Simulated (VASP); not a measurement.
# PtSe2 in VASP: single point with PBE+D3(BJ)

Aim: the single point of PtSe2 with PBE+D3(BJ).

Program: VASP 6.6.1. These are calculated values, not measurements. Logs are shortened: lines on timing, memory, paths and dates and some standing lists are left out, and cuts for length are marked.

## Step 1: The cell of the first run

The cell holds a slab with vacuum, 6 atoms: a = 3.707 Å, b = 3.707 Å, c = 22.799 Å, α = 90.00°, β = 90.00°, γ = 120.00°.

## Step 2: Single point, PBE+D3(BJ) (layers slid over each other)

INCAR

```
  ALGO = Normal
  DIPOL = 0.5 0.5 0.383
  EDIFF = 1E-6
  ENCUT = 520
  GGA = PE
  IDIPOL = 3
  ISIF = 2
  ISMEAR = 0
  IVDW = 12
  LASPH = T
  LCHARG = F
  LDIPOL = T
  LREAL = F
  LWAVE = F
  NBANDS = 31
  NELM = 60
  PREC = Accurate
  SIGMA = 0.05
```

KPOINTS

```
k-points
0
Gamma
  9 9 1
```

POSCAR

```
PtSe2
1.0
    3.7069017468      0.0000000000      0.0000000000
   -1.8534508734      3.2102710821      0.0000000000
    0.0000000000      0.0000000000     22.7988449202
Se Pt
4 2
Direct
    0.6666666667      0.3333333333      0.1973784205
    0.3333333333      0.6666666667      0.3135870473
    0.5000000000      1.0000000000      0.4521905604
    0.8333333333      0.6666666667      0.5683991871
    0.0000000000      0.0000000000      0.2554827339
    1.1666666667      1.3333333333      0.5102948737
```

Potentials or basis: VASP PAW PBE potentials, release 64 (Se, Pt).

On the command line:

```bash
> cat potpaw_PBE.64/Se/POTCAR potpaw_PBE.64/Pt/POTCAR > POTCAR
> mpirun -np 1 vasp_std > vasp.out
```

OUTCAR:

```text
EDIFF = 1E-6
   ENCUT = 520
   GGA = PE
   ISIF = 2
   ISMEAR = 0
   IVDW = 12
   LASPH = T
   LREAL = F
   NELM = 60
   PREC = Accurate
 IVDW          = 12

 ion  position               nearest neighbor table
   1  0.667  0.333  0.197-   5 2.52   5 2.52   5 2.52
   2  0.333  0.667  0.314-   5 2.52   5 2.52   5 2.52
   3  0.500  0.000  0.452-   6 2.52   6 2.52   6 2.52
   4  0.833  0.667  0.568-   6 2.52   6 2.52   6 2.52
   5  0.000  0.000  0.255-   2 2.52   1 2.52   2 2.52   1 2.52   2 2.52   1 2.52
   6  0.167  0.333  0.510-   3 2.52   3 2.52   3 2.52   4 2.52   4 2.52   4 2.52

  LATTYP: Found a hexagonal cell.
 ALAT       =     3.7069017468
 C/A-ratio  =     6.1503774520

  Lattice vectors:

 A1 = (   3.7069017468,   0.0000000000,   0.0000000000)
 A2 = (  -1.8534508734,   3.2102710821,   0.0000000000)
 A3 = (   0.0000000000,   0.0000000000,  22.7988449202)

Analysis of symmetry for initial positions (statically):
=====================================================================
 Subroutine PRICEL returns:
 Original cell was already a primitive cell.

 Routine SETGRP: Setting up the symmetry group for a
 hexagonal supercell.

 Subroutine GETGRP returns: Found  2 space group operations
 (whereof  2 operations were pure point group operations)
 out of a pool of 24 trial point group operations.

The static configuration has the point symmetry C_1h.

Analysis of symmetry for dynamics (positions and initial velocities):
=====================================================================
 Subroutine PRICEL returns:
 Original cell was already a primitive cell.

 Routine SETGRP: Setting up the symmetry group for a
 hexagonal supercell.

 Subroutine GETGRP returns: Found  2 space group operations
 (whereof  2 operations were pure point group operations)
 out of a pool of 24 trial point group operations.

The dynamic configuration has the point symmetry C_1h.

 Subroutine INISYM returns: Found  2 space group operations
 (whereof  2 operations are pure point group operations),
 and found     1 'primitive' translations

----------------------------------------------------------------------------------------

                                     Primitive cell

  volume of cell :     271.3099

  direct lattice vectors                    reciprocal lattice vectors
     3.706901747  0.000000000  0.000000000     0.269767064  0.155750087  0.000000000
    -1.853450873  3.210271082  0.000000000     0.000000000  0.311500174  0.000000000
     0.000000000  0.000000000 22.798844920     0.000000000  0.000000000  0.043861871

  length of vectors
[... 103 lines left out ...]
   EFERMI =   0.00;   METHOD = LEGACY
   ISMEAR =     0;   SIGMA  =   0.05  broadening in eV -4-tet -1-fermi 0-gaus
   EFERMI_NEDOS =   21; number of points for ismear=-14 and -15
   IALGO  =     38    algorithm
   IMIX   =      4    mixing-type and parameters
     AMIX     =   0.40;   BMIX     =  1.00
     AMIX_MAG =   1.60;   BMIX_MAG =  1.00
  volume/ion in A,a.u.               =      45.22       305.15
  Fermi-wavevector in a.u.,A,eV,Ry     =   0.892765  1.687081 10.844244  0.797029
  Thomas-Fermi vector in A             =   2.014756
   LORBIT       =      0    0 simple, 1 ext, 2 COOP (PROOUT), +10 PAW based schemes
   GGA     = PE    functional components
   LHFCALC =     F    Hartree Fock is set to
   AEXX    =    0.0000 exact exchange contribution
   IVDW    =    12    specifies the selected vdW correction
   LEPSILON=     F    determine dielectric tensor
   LRPA    =     F    only Hartree local field effects (RPA)
 non-spin polarized calculation
 Gauss-broadening in eV      SIGMA  =   0.05
  energy-cutoff  :      520.00
  volume of cell :      271.31
 maximum number of plane-waves:      7334
   NGX = 13   NGY = 13   NGZ = 85

 dipolmoment           0.000000      0.000000      0.000405 electrons x Angstroem

 number of electron      44.0000001 magnetization

 dipolmoment           0.000000      0.000000     -0.001057 electrons x Angstroem

 Free energy of the ion-electron system (eV)
  ---------------------------------------------------
  ext. energy  EPLUGINS =         0.00000000
  ---------------------------------------------------
  free energy    TOTEN  =       -28.50062688 eV

  energy without entropy =      -28.50062688  energy(sigma->0) =      -28.50062688

 E-fermi :   0.0321     XC(G=0):  -5.4594

 val. band max:       -0.1848449435   @ k =  -0.2222   0.1111   0.0000
 cond. band min:       0.4982137865   @ k =   0.2222   0.0000   0.0000
 fundamental gap:      0.6830587300
 Fermi energy:         0.0320601419

 k-point     1 :       0.0000    0.0000    0.0000
  band No.  band energies     occupation
      1     -14.8070      2.00000
      2     -14.6897      2.00000
      3     -13.0940      2.00000
      4     -12.8777      2.00000
      5      -6.1405      2.00000
      6      -5.7843      2.00000
[... 805 lines left out ...]
     30       7.0925      0.00000
     31       7.3254      0.00000

 [... further k-points ...]

------------------------ aborting loop because EDIFF is reached ----------------------------------------

 vacuum level on the upper side and lower side of the slab       (xc-potential included)        -0.135        -0.120

 Edisp (eV)   -2.12964

 E8    (eV) :    -0.9437

  FORCE on cell =-STRESS in cart. coord.  units (eV):
  Direction    XX          YY          ZZ          XY          YZ          ZX
  --------------------------------------------------------------------------------------
  -------------------------------------------------------------------------------------
  Total      -0.03580     0.19711    -0.01969     0.00000     0.56720     0.00000
  in kB      -0.21141     1.16401    -0.11626     0.00000     3.34953     0.00000
  external pressure =        0.28 kB  Pullay stress =        0.00 kB

 VOLUME and BASIS-vectors are now :
 -----------------------------------------------------------------------------
  energy-cutoff  :      520.00
  volume of cell :      271.31
      direct lattice vectors                 reciprocal lattice vectors
     3.706901747  0.000000000  0.000000000     0.269767064  0.155750087  0.000000000
    -1.853450873  3.210271082  0.000000000     0.000000000  0.311500174  0.000000000
     0.000000000  0.000000000 22.798844920     0.000000000  0.000000000  0.043861871

 POSITION                                       TOTAL-FORCE (eV/Angst)
 -----------------------------------------------------------------------------------
      1.85345      1.07009      4.50000         0.000000     -0.062641     -0.020044
     -0.00000      2.14018      7.14942         0.000000     -0.149576     -0.087529
      1.85345      0.00000     10.30942        -0.000000      0.138137      0.077184
      1.85345      2.14018     12.95884        -0.000000      0.038755      0.018019
      0.00000      0.00000      5.82471         0.000000      0.072325      0.074003
      0.00000      1.07009     11.63413         0.000000     -0.037000     -0.061633
 -----------------------------------------------------------------------------------
    total drift:                               -0.000000      0.000093      0.000020

  FREE ENERGIE OF THE ION-ELECTRON SYSTEM (eV)
  ---------------------------------------------------
  free  energy   TOTEN  =       -30.6302679854 eV

  energy  without entropy=      -30.6302679854  energy(sigma->0) =      -30.63026799

 vacuum level on the upper side and lower side of the slab         4.894         4.910
```

OSZICAR:

```text
N       E                     dE             d eps       ncg     rms          rms(c)
DAV:   1     0.300633598792E+03    0.30063E+03   -0.17315E+04  1550   0.115E+03
DAV:   2    -0.229356465727E+01   -0.30293E+03   -0.28836E+03  2067   0.215E+02
DAV:   3    -0.295043522005E+02   -0.27211E+02   -0.26585E+02  1897   0.682E+01
[... 17 lines left out ...]
DAV:  21    -0.285006195565E+02   -0.40191E-05   -0.88181E-08  1237   0.121E-03    0.162E-03
DAV:  22    -0.285006225751E+02   -0.30186E-05   -0.11117E-07  1209   0.126E-03    0.413E-04
DAV:  23    -0.285006251407E+02   -0.25656E-05   -0.42931E-08  1174   0.682E-04    0.186E-04
DAV:  24    -0.285006262947E+02   -0.11540E-05   -0.20422E-08  1230   0.383E-04    0.130E-04
DAV:  25    -0.285006268811E+02   -0.58635E-06   -0.16362E-08  1160   0.295E-04
   1 F= -.30630268E+02 E0= -.30630268E+02  d E =-.562475E-11
```

stdout:

```text
POSCAR found type information on POSCAR SePt
 POSCAR found :  2 types and       6 ions
 scaLAPACK will be used
 LDA part: xc-table for (Slater+PW92), standard interpolation
 POSCAR, INCAR and KPOINTS ok, starting setup
 FFT: planning ... GRIDC
 FFT: planning ... GRID_SOFT
 FFT: planning ... GRID
 WAVECAR not read
 entering main loop
```

Wall time 6 min (1 thread of AMD EPYC 7R13 (Zen 3), shared host); peak memory 0.45 GiB.

Results:

```yaml
Free_energy: -30.6303 eV
Largest_force: 0.173 eV/Å
Band_gap_on_the_k_mesh: 0.68 eV (least direct gap 0.93 eV)
Dispersion_energy_per_atom: -0.355 eV
```

Forces in eV/Å, atoms in the order of the input:
```
Se   0.000 -0.063 -0.020
Se   0.000 -0.150 -0.088
Se   0.000  0.138  0.077
Se   0.000  0.039  0.018
Pt   0.000  0.072  0.074
Pt   0.000 -0.037 -0.062
```

Levels at points of the mesh, in eV from the valence-band top:
```csv
k point,band 19,band 20,band 21,band 22,band 23,band 24,band 25,band 26
"(0.00, 0.00, 0.00)",-0.56,-0.52,-0.47,-0.33,2.39,2.42,2.47,2.50
```

Caveat: the cell differs from its parent crystal (layers slid over each other); spin-orbit coupling is left out, which moves the levels of the heavy elements.
